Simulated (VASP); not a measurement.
A run of VASP 6.6.1 is set up as follows.

File INCAR:

```
PREC = Accurate ; ENCUT = 520
EDIFF = 1E-7 ; ISMEAR = 0
SIGMA = 0.03 ; LREAL = False
LASPH = True ; NELM = 100
ALGO = Fast ; ISIF = 2
LWAVE = False ; LCHARG = False
GGA = PE ; NBANDS = 44
```

File KPOINTS:

```
regular mesh
0
Gamma
  12 12 2
```

The input POSCAR:

```
Ge2Sb2Te5
1.0
    4.6639933499      0.0000000000      0.0000000000
   -2.3319966749      4.0391367241      0.0000000000
    0.0000000000      0.0000000000     17.5380141935
Ge Sb Te
2 2 5
Direct
    0.0000000000      0.0000000000      0.3313200918
    0.0000000000      0.0000000000      0.6686799082
    0.3333333333      0.6666666667      0.1120971408
    0.6666666667      0.3333333333      0.8879028592
    0.0000000000      0.0000000000      0.0000000000
    0.3333333333      0.6666666667      0.7914345914
    0.6666666667      0.3333333333      0.2085654086
    0.3333333333      0.6666666667      0.4096023866
    0.6666666667      0.3333333333      0.5903976134
```

Potentials or basis: VASP PAW PBE potentials, release 64 (Ge_d, Sb, Te).

Command:

```bash
$ cat potpaw_PBE.64/Ge_d/POTCAR potpaw_PBE.64/Sb/POTCAR potpaw_PBE.64/Te/POTCAR > POTCAR
$ mpirun -np 1 vasp_std > vasp.out
```

(1) Estimate the band gap on the k mesh.

(2) What does it give for the largest force?

(3) What does it give for the pressure?

Answers

(1) zero (bands 34 and 35 overlap by 0.02 eV).

(2) 0.463 eV/Å.

(3) -5.0 GPa.

Caveat: the cell stands under tension; spin-orbit coupling is left out, which moves the levels of the heavy elements; this functional lacks dispersion, which binds layers or chains, so the pressure and a relaxed spacing across them are unreliable.
